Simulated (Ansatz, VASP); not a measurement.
**Two plane-wave programs on Al12H**

INCAR

```
ALGO = Normal
DIPOL = 0.5 0.5 0.304
EDIFF = 1E-6
ENCUT = 520
GGA = PE
IDIPOL = 3
ISIF = 2
ISMEAR = 0
ISPIN = 2
LASPH = True
LCHARG = False
LDIPOL = True
LORBIT = 11
LREAL = False
LWAVE = False
MAGMOM = 0 0 0 0 0 0 0 0 0 0 0 0 1
NBANDS = 34
NELM = 150
PREC = Accurate
SIGMA = 0.1
```

The input KPOINTS:

```
k-points
0
Gamma
  6 6 1
```

File POSCAR:

```
Al12H
1.0
    5.7143028096      0.0000000000      0.0000000000
   -2.8571514048      4.9487313980      0.0000000000
    0.0000000000      0.0000000000     21.6016424764
Al H
12 1
Direct
    0.3333333333      0.1666666667      0.1851711047
    0.3333333333      0.6666666667      0.1851711047
    0.8333333333      0.1666666667      0.1851711047
    0.8333333333      0.6666666667      0.1851711047
    0.1666666667      0.3333333333      0.2916873740
    0.1666666667      0.8333333333      0.2916873740
    0.6666666667      0.3333333333      0.2916873740
    0.6666666667      0.8333333333      0.2916873740
    0.0000000000      0.0000000000      0.3981939098
    0.0000000000      0.5000000000      0.3981939098
    0.5000000000      0.0000000000      0.3981939098
    0.5000000000      0.5000000000      0.3981939098
    0.4444444444     -0.4444444444      0.4528193857
```

Input for Ansatz:

```yaml
crystal:
  lattice:
    - [5.7143028096, 0.0, 0.0]
    - [-2.8571514048, 4.948731398, 0.0]
    - [0.0, 0.0, 21.6016424764]
  atoms:
    - { symbol: Al, position: [0.3333333333, 0.1666666667, 0.1851711047] }
    - { symbol: Al, position: [0.3333333333, 0.6666666667, 0.1851711047] }
    - { symbol: Al, position: [0.8333333333, 0.1666666667, 0.1851711047] }
    - { symbol: Al, position: [0.8333333333, 0.6666666667, 0.1851711047] }
    - { symbol: Al, position: [0.1666666667, 0.3333333333, 0.291687374] }
    - { symbol: Al, position: [0.1666666667, 0.8333333333, 0.291687374] }
    - { symbol: Al, position: [0.6666666667, 0.3333333333, 0.291687374] }
    - { symbol: Al, position: [0.6666666667, 0.8333333333, 0.291687374] }
    - { symbol: Al, position: [0.0, 0.0, 0.3981939098] }
    - { symbol: Al, position: [0.0, 0.5, 0.3981939098] }
    - { symbol: Al, position: [0.5, 0.0, 0.3981939098] }
    - { symbol: Al, position: [0.5, 0.5, 0.3981939098] }
    - { symbol: H, position: [0.4444444444, -0.4444444444, 0.4528193857], spin: 1.0 }
basis:
  ecutwfc: 420
kpoints:
  mp_grid: { grid: [6, 6, 1] }
hamiltonian:
  xc: pbe
scf:
  occupations: { method: gaussian, width: 0.1 }
output:
  forces: true
  eigenvalues: true
  populations: true
  write_density: true
  write_potential: true
  elf: true
  volumetric_format: npy
magnetization:
  spin_polarized: true
efield:
  axis: 3
  dipole_correction: true
  ramp_width: 0.04
```

Alike in both runs: task single point; functional PBE; k mesh 6 × 6 × 1; occupations gaussian, width 0.1 eV; collinear spin.

|  | VASP | Ansatz |
| --- | --- | --- |
| version | VASP 6.6.1 | Ansatz 0.2.0 |
| potentials or method | VASP PAW PBE potentials, release 64 (Al, H), cutoff 520 eV | scalar-relativistic, plane waves, PAW |
| valence electrons in the cell | 37 | 37 |

|  | VASP | Ansatz | Ansatz less VASP |
| --- | --- | --- | --- |
| gap on the k mesh at the Fermi level (eV) | none | none | - |
| rms of the force components (eV/Å) | 1.574 | 1.577 | +0.0034 |
| net moment per atom (μB) | 0.00 | 0.00 | 0.000 |

Atom by atom the forces differ by 0.004 eV/Å (rms over components). A gap of «none» marks a metal or a gap that the smearing closes. Ansatz's warnings: seeded moment not kept, xc potential rough in thin density.
